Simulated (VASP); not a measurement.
# Sn (R-3m) in VASP: notebook, part 2 of 2

VASP 6.6.1. The steps go on from the part before.

**3. Single point, r2SCAN**

This run uses another cell than the first one, of the same volume but with other edges.

File POSCAR:

```
Sn
1.0
   -2.5458725398      1.9468437069      1.9468437069
    1.9468437069     -2.5458725398      1.9468437069
    1.9468437069      1.9468437069     -2.5458725398
Sn
1
Direct
    0.0000000000      0.0000000000      0.0000000000
```

File INCAR.step1:

```
  ALGO = Normal
  EDIFF = 1E-4
  ENCUT = 520
  GGA = PE
  ISMEAR = 0
  LASPH = True
  LCHARG = False
  LREAL = False
  LWAVE = True
  NBANDS = 13
  NELM = 100
  PREC = Accurate
  SIGMA = 0.15
```

File INCAR.step2:

```
  ALGO = Normal
  EDIFF = 1E-6
  ENCUT = 520
  ISIF = 2
  ISMEAR = 0
  ISTART = 1
  LASPH = True
  LCHARG = False
  LMIXTAU = True
  LREAL = False
  LWAVE = False
  METAGGA = R2SCAN
  NBANDS = 13
  NELM = 100
  PREC = Accurate
  SIGMA = 0.15
```

File KPOINTS:

```
k-points
0
Gamma
  20 20 20
```

Potentials or basis: VASP PAW PBE potentials, release 64 (Sn_d).

The run is started by

```sh
> cat potpaw_PBE.64/Sn_d/POTCAR > POTCAR
> cp INCAR.step1 INCAR
> mpirun -np 1 vasp_std > vasp.out
> cp INCAR.step2 INCAR
> mpirun -np 1 vasp_std > vasp.out
```

OUTCAR:

```text
EDIFF = 1E-6
   ENCUT = 520
   ISIF = 2
   ISMEAR = 0
   ISTART = 1
   LASPH = True
   LREAL = False
   METAGGA = R2SCAN
   NELM = 100
   PREC = Accurate

 ion  position               nearest neighbor table
   1  0.000  0.000  0.000-

  LATTYP: Found a trigonal (rhomboedric) cell.
 ALAT       =     3.7499157093
 COS(alpha) =    -0.4354066986

  Lattice vectors:

 A1 = (  -2.5458725398,   1.9468437069,   1.9468437069)
 A2 = (   1.9468437069,  -2.5458725398,   1.9468437069)
 A3 = (   1.9468437069,   1.9468437069,  -2.5458725398)

Analysis of symmetry for initial positions (statically):
=====================================================================
 Subroutine PRICEL returns:
 Original cell was already a primitive cell.

 Routine SETGRP: Setting up the symmetry group for a
 trigonal (rhombohedral) supercell.

 Subroutine GETGRP returns: Found 12 space group operations
 (whereof 12 operations were pure point group operations)
 out of a pool of 12 trial point group operations.

The static configuration has the point symmetry D_3d.

Analysis of symmetry for dynamics (positions and initial velocities):
=====================================================================
 Subroutine PRICEL returns:
 Original cell was already a primitive cell.

 Routine SETGRP: Setting up the symmetry group for a
 trigonal (rhombohedral) supercell.

 Subroutine GETGRP returns: Found 12 space group operations
 (whereof 12 operations were pure point group operations)
 out of a pool of 12 trial point group operations.

The dynamic configuration has the point symmetry D_3d.

 Subroutine INISYM returns: Found 12 space group operations
 (whereof 12 operations are pure point group operations),
 and found     1 'primitive' translations

----------------------------------------------------------------------------------------

                                     Primitive cell

  volume of cell :      27.2050

  direct lattice vectors                    reciprocal lattice vectors
    -2.545872540  1.946843707  1.946843707     0.098925554  0.321508051  0.321508051
     1.946843707 -2.545872540  1.946843707     0.321508051  0.098925554  0.321508051
     1.946843707  1.946843707 -2.545872540     0.321508051  0.321508051  0.098925554

  length of vectors
     3.749915709  3.749915709  3.749915709     0.465318299  0.465318299  0.465318299

  position of ions in fractional coordinates (direct lattice)
     0.000000000  0.000000000  0.000000000

  ion indices of the primitive-cell ions
   primitive index   ion index
                 1           1

----------------------------------------------------------------------------------------

 KPOINTS: k-points

Automatic generation of k-mesh.
 Grid dimensions read from file:
 generate k-points for:   20   20   20

 Generating k-lattice:

  Cartesian coordinates                     Fractional coordinates (reciprocal lattice)
     0.004946278  0.016075403  0.016075403     0.050000000  0.000000000  0.000000000
     0.016075403  0.004946278  0.016075403     0.000000000  0.050000000  0.000000000
     0.016075403  0.016075403  0.004946278    -0.000000000 -0.000000000  0.050000000

  Length of vectors
     0.023265915  0.023265915  0.023265915

  Shift w.r.t. Gamma in fractional coordinates (k-lattice)
     0.000000000  0.000000000  0.000000000

 Subroutine IBZKPT returns following result:
 ===========================================

 Found    781 irreducible k-points:

 Following reciprocal coordinates:
            Coordinates               Weight
  0.000000  0.000000  0.000000      1.000000
  0.050000  0.000000 -0.000000      6.000000
  0.100000  0.000000  0.000000      6.000000
  0.150000 -0.000000 -0.000000      6.000000
  0.200000  0.000000  0.000000      6.000000
  0.250000  0.000000  0.000000      6.000000
[... 16 lines left out ...]
 -0.400000  0.050000 -0.000000     12.000000
 -0.350000  0.050000 -0.000000     12.000000
 [... further k-points ...]
   k-points           NKPTS =    781   k-points in BZ     NKDIM =    781   number of bands    NBANDS=     13
   number of dos      NEDOS =    301   number of ions     NIONS =      1
   total plane-waves  NPLWV =  21952
   dimension x,y,z NGX =    28 NGY =   28 NGZ =   28
   dimension x,y,z NGXF=    56 NGYF=   56 NGZF=   56
   ions per type =               1
   NGX,Y,Z   is equivalent  to a cutoff of  12.41, 12.41, 12.41 a.u.
   NGXF,Y,Z  is equivalent  to a cutoff of  24.83, 24.83, 24.83 a.u.
 SYSTEM =  unknown system
   PREC   = accura    normal or accurate (medium, high low for compatibility)
   ISTART =      1    job   : 0-new  1-cont  2-samecut
   ICHARG =      0    charge: 1-file 2-atom 10-const
   ISPIN  =      1    spin polarized calculation?
   LNONCOLLINEAR =      F non collinear calculations
   LSORBIT =      F    spin-orbit coupling
   LASPH  =      T    aspherical Exc in radial PAW
   ENCUT  =  520.0 eV  38.22 Ry    6.18 a.u.   6.97  6.97  6.97*2*pi/ulx,y,z
   NELM   =    100;   NELMIN=  2; NELMDL=  0     # of ELM steps
   EDIFF  = 0.1E-05   stopping-criterion for ELM
   LREAL  =      F    real-space projection
   EDIFFG = 0.1E-04   stopping-criterion for IOM
   NSW    =      0    number of steps for IOM
   IBRION =     -1    ionic relax: 0-MD 1-quasi-New 2-CG
   NFREE  =      0    steps in history (QN), initial steepest desc. (CG)
   ISIF   =      2    stress and relaxation
   ISYM   =      2    0-nonsym 1-usesym 2-fastsym
   POTIM  = 0.5000    time-step for ionic-motion
   TEBEG  =    0.0;   TEEND  =   0.0 temperature during run
   PSTRESS=    0.0 pullay stress
   NELECT =      14.0000    total number of electrons
   NUPDOWN=      -1.0000    fix difference up-down
   EMIN   =  10.00;   EMAX   =-10.00  energy-range for DOS
   EFERMI =   0.00;   METHOD = LEGACY
   ISMEAR =     0;   SIGMA  =   0.15  broadening in eV -4-tet -1-fermi 0-gaus
   EFERMI_NEDOS =   21; number of points for ismear=-14 and -15
   IALGO  =     38    algorithm
   IMIX   =      4    mixing-type and parameters
     AMIX     =   0.40;   BMIX     =  1.00
     AMIX_MAG =   1.60;   BMIX_MAG =  1.00
  volume/ion in A,a.u.               =      27.20       183.59
  Fermi-wavevector in a.u.,A,eV,Ry     =   1.311902  2.479136 23.416813  1.721087
  Thomas-Fermi vector in A             =   2.442332
   LORBIT       =      0    0 simple, 1 ext, 2 COOP (PROOUT), +10 PAW based schemes
   METAGGA = R2SCAN    functional components
   LHFCALC =     F    Hartree Fock is set to
   AEXX    =    0.0000 exact exchange contribution
   IVDW    =     0    specifies the selected vdW correction
   LEPSILON=     F    determine dielectric tensor
   LRPA    =     F    only Hartree local field effects (RPA)
 non-spin polarized calculation
 Gauss-broadening in eV      SIGMA  =   0.15
  energy-cutoff  :      520.00
  volume of cell :       27.20
 maximum number of plane-waves:       753
   NGX = 13   NGY = 13   NGZ = 13

 number of electron      14.0000009 magnetization

 Free energy of the ion-electron system (eV)
  ---------------------------------------------------
  ext. energy  EPLUGINS =         0.00000000
  ---------------------------------------------------
  free energy    TOTEN  =       -22.79563720 eV

  energy without entropy =      -22.78737832  energy(sigma->0) =      -22.79150776

 E-fermi :   8.0048     XC(G=0): -10.9790

 val. band max:        8.0046358963   @ k =  -0.3000   0.2500   0.1000
 cond. band min:       8.0069111520   @ k =  -0.2500   0.1000  -0.0000
 fundamental gap:      0.0022752557
 Fermi energy:         8.0048174014

 k-point     1 :       0.0000    0.0000    0.0000
  band No.  band energies     occupation
      1     -16.4921      2.00000
      2     -14.7037      2.00000
      3     -14.7037      2.00000
      4     -14.1979      2.00000
      5     -14.1979      2.00000
      6      -4.2965      2.00000
      7       9.7107      0.00000
      8       9.7107      0.00000
      9      15.0197      0.00000
     10      16.5617      0.00000
     11      16.5617      0.00000
     12      17.4019      0.00000
     13      27.6168      0.00000
[... 353 lines left out ...]
 k-point    24 :      -0.3500    0.0500   -0.0000
  band No.  band energies     occupation
      1     -15.0044      2.00000
      2     -14.9915      2.00000
      3     -14.7301      2.00000
      4     -14.5930      2.00000
      5     -14.5671      2.00000
      6      -1.0381      2.00000
      7       9.5000      0.00000
      8      11.6211      0.00000
      9      13.2820      0.00000
     10      17.2277      0.00000
     11      18.8656      0.00000
     12      20.2828      0.00000
     13      21.7330      0.00000

 [... further k-points ...]

------------------------ aborting loop because EDIFF is reached ----------------------------------------

  FORCE on cell =-STRESS in cart. coord.  units (eV):
  Direction    XX          YY          ZZ          XY          YZ          ZX
  --------------------------------------------------------------------------------------
  -------------------------------------------------------------------------------------
  Total        4.7651647      4.7651647      4.7651647      5.0389919      5.0389919      5.0389919
  in kB      280.6339926    280.6339926    280.6339926    296.7604495    296.7604495    296.7604495
  external PRESSURE =     280.6339926 kB  Pullay stress =       0.0000000 kB

 VOLUME and BASIS-vectors are now :
 -----------------------------------------------------------------------------
  energy-cutoff  :      520.00
  volume of cell :       27.20
      direct lattice vectors                 reciprocal lattice vectors
    -2.545872540  1.946843707  1.946843707     0.098925554  0.321508051  0.321508051
     1.946843707 -2.545872540  1.946843707     0.321508051  0.098925554  0.321508051
     1.946843707  1.946843707 -2.545872540     0.321508051  0.321508051  0.098925554

 POSITION                                       TOTAL-FORCE (eV/Angst)
 -----------------------------------------------------------------------------------
      0.00000      0.00000      0.00000         0.000000      0.000000      0.000000
 -----------------------------------------------------------------------------------
    total drift:                               -0.000000      0.000000      0.000000

  FREE ENERGIE OF THE ION-ELECTRON SYSTEM (eV)
  ---------------------------------------------------
  free  energy   TOTEN  =       -22.7956371973 eV

  energy  without entropy=      -22.7873783212  energy(sigma->0) =      -22.79150776
```

OUTCAR.step1:

```text
EDIFF = 1E-4
   ENCUT = 520
   GGA = PE
   ISMEAR = 0
   LASPH = True
   LREAL = False
[... 599 lines left out ...]

 POSITION                                       TOTAL-FORCE (eV/Angst)
 -----------------------------------------------------------------------------------
      0.00000      0.00000      0.00000         0.000000      0.000000      0.000000
 -----------------------------------------------------------------------------------
    total drift:                                0.000000     -0.000000      0.000000

  FREE ENERGIE OF THE ION-ELECTRON SYSTEM (eV)
  ---------------------------------------------------
  free  energy   TOTEN  =        -1.9903098848 eV

  energy  without entropy=       -1.9821315849  energy(sigma->0) =       -1.98622073
```

OSZICAR.step1:

```text
N       E                     dE             d eps       ncg     rms          rms(c)
DAV:   1     0.849615113755E+02    0.84962E+02   -0.72370E+03 20915   0.161E+03
DAV:   2     0.404158998229E+01   -0.80920E+02   -0.78343E+02 21456   0.346E+02
DAV:   3    -0.193656706625E+01   -0.59782E+01   -0.59564E+01 24891   0.775E+01
DAV:   4    -0.206592188324E+01   -0.12935E+00   -0.12932E+00 24127   0.120E+01
DAV:   5    -0.207028605275E+01   -0.43642E-02   -0.43641E-02 27050   0.216E+00    0.305E+00
DAV:   6    -0.201629303017E+01    0.53993E-01   -0.17812E-02 26858   0.190E+00    0.172E+00
DAV:   7    -0.199038123820E+01    0.25912E-01   -0.31609E-02 28484   0.214E+00    0.945E-02
DAV:   8    -0.199031301321E+01    0.68225E-04   -0.31059E-03 23631   0.638E-01    0.121E-01
DAV:   9    -0.199030988482E+01    0.31284E-05   -0.87214E-05 16909   0.170E-01
   1 F= -.19903099E+01 E0= -.19862207E+01  d E =-.817830E-02
```

It took 19 min on 1 thread of Oxide Virtual Turin-like, shared host; peak memory 0.34 GiB.

What came out:

```
Free energy            : -22.7956 eV
Pressure               : 28.1 GPa
Band gap on the k mesh : zero (bands 7 and 8 overlap by 9.12 eV)
```

Caveat: the cell stands under pressure; the PAW data sets were made with another functional, which shifts forces and pressure a little; spin-orbit coupling is left out, which moves the levels of the heavy elements.

**4. Single point, r2SCAN**

File POSCAR:

```
Sn
1.0
   -1.2170815681      1.9579138269      1.9579138269
    1.9579138269     -1.2170815681      1.9579138269
    1.9579138269      1.9579138269     -1.2170815681
Sn
1
Direct
    0.0000000000      0.0000000000      0.0000000000
```

File INCAR.step1:

```
PREC = Accurate
ENCUT = 520
ISMEAR = 0
SIGMA = 0.15
LREAL = False
LASPH = True
NELM = 80
NBANDS = 13
GGA = PE
ALGO = Normal
EDIFF = 1E-4
LWAVE = True
LCHARG = False
```

File INCAR.step2:

```
PREC = Accurate
ENCUT = 520
EDIFF = 1E-6
ISMEAR = 0
SIGMA = 0.15
LREAL = False
LASPH = True
NELM = 80
ALGO = Normal
ISIF = 2
LWAVE = False
LCHARG = True
METAGGA = R2SCAN
LMIXTAU = True
LELF = True
LVHAR = True
NBANDS = 13
ISTART = 1
```

File KPOINTS:

```
regular mesh
0
Gamma
  20 20 20
```

Potentials or basis: VASP PAW PBE potentials, release 64 (Sn_d).

The run is started by

```sh
> cat potpaw_PBE.64/Sn_d/POTCAR > POTCAR
> cp INCAR.step1 INCAR
> mpirun -np 1 vasp_std > vasp.out
> cp INCAR.step2 INCAR
> mpirun -np 1 vasp_std > vasp.out
```

OUTCAR:

```text
PREC = Accurate
   ENCUT = 520
   EDIFF = 1E-6
   ISMEAR = 0
   LREAL = False
   LASPH = True
   NELM = 80
   ISIF = 2
   METAGGA = R2SCAN
   ISTART = 1

 ion  position               nearest neighbor table
   1  0.000  0.000  0.000-

  LATTYP: Found a trigonal (rhomboedric) cell.
 ALAT       =     3.0245893359
 COS(alpha) =    -0.1019283747

  Lattice vectors:

 A1 = (  -1.2170815681,   1.9579138269,   1.9579138269)
 A2 = (   1.9579138269,  -1.2170815681,   1.9579138269)
 A3 = (   1.9579138269,   1.9579138269,  -1.2170815681)

Analysis of symmetry for initial positions (statically):
=====================================================================
 Subroutine PRICEL returns:
 Original cell was already a primitive cell.

 Routine SETGRP: Setting up the symmetry group for a
 trigonal (rhombohedral) supercell.

 Subroutine GETGRP returns: Found 12 space group operations
 (whereof 12 operations were pure point group operations)
 out of a pool of 12 trial point group operations.

The static configuration has the point symmetry D_3d.

Analysis of symmetry for dynamics (positions and initial velocities):
=====================================================================
 Subroutine PRICEL returns:
 Original cell was already a primitive cell.

 Routine SETGRP: Setting up the symmetry group for a
 trigonal (rhombohedral) supercell.

 Subroutine GETGRP returns: Found 12 space group operations
 (whereof 12 operations were pure point group operations)
 out of a pool of 12 trial point group operations.

The dynamic configuration has the point symmetry D_3d.

 Subroutine INISYM returns: Found 12 space group operations
 (whereof 12 operations are pure point group operations),
 and found     1 'primitive' translations

----------------------------------------------------------------------------------------

                                     Primitive cell

  volume of cell :      27.2050

[... 113 lines left out ...]
   AEXX    =    0.0000 exact exchange contribution
   IVDW    =     0    specifies the selected vdW correction
   LEPSILON=     F    determine dielectric tensor
   LRPA    =     F    only Hartree local field effects (RPA)
 non-spin polarized calculation
 Gauss-broadening in eV      SIGMA  =   0.15
  energy-cutoff  :      520.00
  volume of cell :       27.20
 maximum number of plane-waves:       749
   NGX = 11   NGY = 11   NGZ = 11

 number of electron      14.0000005 magnetization

 Free energy of the ion-electron system (eV)
  ---------------------------------------------------
  ext. energy  EPLUGINS =         0.00000000
  ---------------------------------------------------
  free energy    TOTEN  =       -24.56338562 eV

  energy without entropy =      -24.55630116  energy(sigma->0) =      -24.55984339

 E-fermi :   7.7837     XC(G=0): -11.0865

 val. band max:        7.7829967206   @ k =  -0.4500   0.3500   0.3500
 cond. band min:       7.7918219908   @ k =  -0.3500   0.5000   0.0500
 fundamental gap:      0.0088252702
 Fermi energy:         7.7836802712

 k-point     1 :       0.0000    0.0000    0.0000
  band No.  band energies     occupation
      1     -14.5547      2.00000
      2     -14.5547      2.00000
      3     -14.1209      2.00000
      4     -14.0793      2.00000
      5     -14.0793      2.00000
      6      -3.8644      2.00000
      7      13.4065      0.00000
      8      14.1096      0.00000
      9      14.1096      0.00000
     10      17.2742      0.00000
     11      17.2742      0.00000
     12      19.4581      0.00000
     13      26.7674      0.00000
[... 354 lines left out ...]
  band No.  band energies     occupation
      1     -14.5315      2.00000
      2     -14.2922      2.00000
      3     -14.1781      2.00000
      4     -14.1714      2.00000
      5     -14.0869      2.00000
      6      -1.7203      2.00000
      7       5.0853      2.00000
      8      15.2901      0.00000
      9      15.7910      0.00000
     10      18.9699      0.00000
     11      19.7817      0.00000
     12      20.9183      0.00000
     13      21.8957      0.00000

 [... further k-points ...]

------------------------ aborting loop because EDIFF is reached ----------------------------------------

  FORCE on cell =-STRESS in cart. coord.  units (eV):
  Direction    XX          YY          ZZ          XY          YZ          ZX
  --------------------------------------------------------------------------------------
  -------------------------------------------------------------------------------------
  Total        0.4282269      0.4282269      0.4282269      0.1891437      0.1891437      0.1891437
  in kB       25.2194926     25.2194926     25.2194926     11.1392075     11.1392075     11.1392075
  external PRESSURE =      25.2194926 kB  Pullay stress =       0.0000000 kB

 VOLUME and BASIS-vectors are now :
 -----------------------------------------------------------------------------
  energy-cutoff  :      520.00
  volume of cell :       27.20
      direct lattice vectors                 reciprocal lattice vectors
    -1.217081568  1.957913827  1.957913827    -0.086459906  0.228501181  0.228501181
     1.957913827 -1.217081568  1.957913827     0.228501181 -0.086459906  0.228501181
     1.957913827  1.957913827 -1.217081568     0.228501181  0.228501181 -0.086459906

 POSITION                                       TOTAL-FORCE (eV/Angst)
 -----------------------------------------------------------------------------------
      0.00000      0.00000      0.00000         0.000000      0.000000      0.000000
 -----------------------------------------------------------------------------------
    total drift:                               -0.000000      0.000000      0.000000

  FREE ENERGIE OF THE ION-ELECTRON SYSTEM (eV)
  ---------------------------------------------------
  free  energy   TOTEN  =       -24.5633856241 eV

  energy  without entropy=      -24.5563011593  energy(sigma->0) =      -24.55984339
```

It took 16 min on 1 thread of Oxide Virtual Turin-like, shared host; peak memory 0.32 GiB.

Results:

```
Free energy            : -24.5634 eV
Pressure               : 2.5 GPa
Band gap on the k mesh : zero (bands 7 and 8 overlap by 7.18 eV)
```

Caveat: the PAW data sets were made with another functional, which shifts forces and pressure a little; spin-orbit coupling is left out, which moves the levels of the heavy elements.

**5. The runs side by side**

| cell | gap on the mesh (eV) | pressure (GPa) |
| --- | --- | --- |
| a = 3.083 Å, angles 101.6°, 1 atom | none | 2.0 |
| a = 3.750 Å, angles 115.8°, 1 atom | none | 28.1 |
| a = 3.025 Å, angles 95.9°, 1 atom | none | 2.5 |

Alike in all rows: task single point; level r2SCAN; potentials or basis VASP PAW PBE potentials, release 64 (Sn_d); no spin polarisation; k mesh 20 × 20 × 20; cutoff (eV) 520; smearing gaussian 0.15 eV.

Caveats: the PAW data sets were made with another functional, which shifts forces and pressure a little; spin-orbit coupling is left out, which moves the levels of the heavy elements; the cell stands under pressure (at least some runs).

Absolute energies hang on the potentials; compare differences alone.
